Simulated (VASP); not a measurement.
Crystal: HgSe3.

```
Hg Se
1.0
     5.48136    0.00000    0.00000
     0.00000    5.48136    0.00000
     0.00000    0.00000    2.96852
Hg Se
1 3
Cartesian
  0.0000 0.0000 0.0000
  0.0000 2.7407 1.4843
  2.7407 0.0000 1.4843
  2.7407 2.7407 0.0000
```

- Program: VASP 6.6.1
- Task: relaxation of cell and atoms
- Functional: PBE
- Potentials or basis: VASP PAW PBE potentials, release 64 (Hg, Se)
- Cutoff: 600 eV
- k mesh: 8 × 8 × 16
- Occupations: gaussian, width 0.1 eV
- Spin: no spin polarisation

At the start: pressure -0.1 GPa; volume 22.30 Å³/atom.

Question: Where does the relaxation end?

Answer: Over 29 steps the energy falls by 11.7 meV/atom and the volume is 23.27 Å³/atom (+4.4 %); space group P4/mmm (No. 123, to 0.05 Å).

The path:
| step | energy change (eV) | largest force (eV/Å) | pressure (GPa) | volume (Å³) |
| --- | --- | --- | --- | --- |
| 1 | 0.0000 | 0.0000 | -0.12 | 89.19 |
| 2 | -0.0024 | 0.0000 | 0.11 | 88.97 |
| 3 | -0.0035 | 0.0000 | 0.38 | 88.72 |
| 4 | -0.0050 | 0.0000 | 0.02 | 89.41 |
| 5 | -0.0051 | 0.0000 | -0.17 | 89.72 |
| 6 | -0.0059 | 0.0000 | -0.05 | 89.74 |
| 7 | -0.0103 | 0.0000 | 0.34 | 89.78 |
| 8 | -0.0303 | 0.0000 | 1.28 | 89.78 |
| 9 | 0.0383 | 0.0000 | 4.55 | 89.46 |
| 10 | -0.0314 | 0.0000 | 1.62 | 89.75 |
| 11 | -0.0315 | 0.0000 | 1.57 | 89.76 |
| 12 | -0.0315 | 0.0000 | 1.58 | 89.76 |
| 13 | -0.0316 | 0.0000 | 1.60 | 89.77 |
| 14 | -0.0316 | 0.0000 | 1.64 | 89.80 |
| 15 | -0.0316 | 0.0000 | 1.66 | 89.81 |
| 16 | -0.0318 | 0.0000 | 1.66 | 89.82 |
| 17 | -0.0321 | 0.0000 | 1.63 | 89.86 |
| 18 | -0.0328 | 0.0000 | 1.58 | 89.94 |
| 19 | -0.0342 | 0.0000 | 1.48 | 90.09 |
| 20 | -0.0367 | 0.0000 | 1.30 | 90.39 |
| 21 | -0.0408 | 0.0000 | 0.99 | 91.00 |
| 22 | -0.0456 | 0.0000 | 0.34 | 92.23 |
| 23 | -0.0436 | 0.0000 | -0.77 | 94.70 |
| 24 | -0.0466 | 0.0000 | -0.09 | 93.16 |
| 25 | -0.0466 | 0.0000 | -0.07 | 93.09 |
| 26 | -0.0466 | 0.0000 | -0.04 | 93.02 |
| 27 | -0.0466 | 0.0000 | -0.03 | 93.03 |
| 28 | -0.0467 | 0.0000 | -0.01 | 93.05 |
| 29 | -0.0467 | 0.0000 | 0.03 | 93.10 |

Final structure:
```xyz
4
Lattice="5.8083 0.0000 0.0000 0.0000 5.8083 0.0000 0.0000 0.0000 2.7595" Properties=species:S:1:pos:R:3 pbc="T T T"
Hg    0.0000    0.0000    0.0000
Se    0.0000    2.9042    1.3797
Se    2.9042    0.0000    1.3797
Se    2.9042    2.9042    0.0000
```
